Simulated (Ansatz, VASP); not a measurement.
WC: VASP beside Ansatz

```xyz
2
Lattice="0.0000 1.9475 1.9475 1.9475 0.0000 1.9475 1.9475 1.9475 0.0000" Properties=species:S:1:pos:R:3 pbc="T T T"
W     0.0000    0.0000    0.0000
C     1.9475    1.9475    1.9475
```

Change from the starting cell: volume scaled by 0.72, PAW files.

Alike in both runs: task single point; functional PBEsol; k mesh 15 × 15 × 15; occupations fermi-dirac, width 0.1 eV; no spin polarisation.

```csv
,VASP,Ansatz
version,VASP 6.6.1,Ansatz 0.2.0
potentials or method,"VASP PAW PBE potentials, release 64 (W_sv, C)","PAW with Ansatz's default frozen-core files, scalar-relativistic"
plane-wave cutoff (eV),520,420
valence electrons in the cell,18,18
```

VASP gave:

```
pressure (GPa) : 260.9
```

Problem. Estimate Ansatz's values.

Solution. Pressure (GPa): 255.9.

VASP's potentials were made for PBE, not for PBEsol. Both programs put the cell under a high pressure, so it lies far from rest at this level. The functional is the same, so the differences come from potentials, cutoffs and numerics.

Neither program's run includes spin-orbit coupling. Noted on VASP's run: the cell as given lies far from equilibrium.
